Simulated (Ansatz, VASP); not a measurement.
# One calculation of K, two programs

Contents of POSCAR:

```
K
1.0
   -2.6699463634      2.6699463634      2.6699463634
    2.6699463634     -2.6699463634      2.6699463634
    2.6699463634      2.6699463634     -2.6699463634
K
1
Direct
    0.0000000000      0.0000000000      0.0000000000
```

INCAR.step1

```
SYSTEM = K
ALGO     = Normal         ! electronic algorithm
EDIFF    = 1E-4           ! SCF threshold, eV
ENCUT    = 520            ! plane-wave cutoff, eV
GGA      = PE             ! functional
ISMEAR   = 0              ! smearing method
LASPH    = .True.         ! aspherical terms in the spheres
LCHARG   = .False.        ! write CHGCAR
LREAL    = .False.        ! projectors in reciprocal space
LWAVE    = .True.         ! write WAVECAR
NBANDS   = 10             ! bands
NELM     = 80             ! most SCF steps
PREC     = Accurate       ! precision mode
SIGMA    = 0.1            ! smearing width, eV
```

INCAR.step2

```
SYSTEM = K
ALGO     = Normal         ! electronic algorithm
EDIFF    = 1E-6           ! SCF threshold, eV
ENCUT    = 520            ! plane-wave cutoff, eV
ISIF     = 2              ! what is computed and relaxed
ISMEAR   = 0              ! smearing method
ISTART   = 1            
LASPH    = .True.         ! aspherical terms in the spheres
LCHARG   = .False.        ! write CHGCAR
LMIXTAU  = .True.       
LREAL    = .False.        ! projectors in reciprocal space
LWAVE    = .False.        ! write WAVECAR
METAGGA  = R2SCAN         ! meta-GGA
NBANDS   = 10             ! bands
NELM     = 80             ! most SCF steps
PREC     = Accurate       ! precision mode
SIGMA    = 0.1            ! smearing width, eV
```

File KPOINTS:

```
k-points
0
Gamma
  8 8 8
  0 0 0
```

Input for Ansatz:

```yaml
crystal:
  lattice:
    - [-2.6699463634, 2.6699463634, 2.6699463634]
    - [2.6699463634, -2.6699463634, 2.6699463634]
    - [2.6699463634, 2.6699463634, -2.6699463634]
  atoms:
    - { symbol: K, position: [0.0, 0.0, 0.0] }
hamiltonian:
  xc: r2scan
  pseudopotentials:
    kind: paw
    azcp:
      K: "pseudopotentials/K.paw.azcp"
basis:
  ecutwfc: 500
  fft_grid_basis: typed
kpoints:
  mp_grid: { grid: [8, 8, 8], shift: [0, 0, 0] }
magnetization:
  spin_polarized: false
scf:
  occupations: { method: gaussian, width: 0.1 }
  lower_state_search: "off"
output:
  stress: true
```

Alike in both runs: task single point; functional r2SCAN; k mesh 8 × 8 × 8; occupations gaussian, width 0.1 eV; no spin polarisation.

```csv
,VASP,Ansatz
version,VASP 6.6.1,Ansatz 0.2.0
potentials or method,"VASP PAW PBE potentials, release 64 (K_sv), cutoff 520 eV","plane waves (500 eV) with PAW, scalar-relativistic"
valence electrons in the cell,9,9
```

```tsv
	VASP	Ansatz	Ansatz less VASP
pressure (GPa)	0.0	0.0	+0.03
```

VASP's potentials were made for PBE, not for r2SCAN.
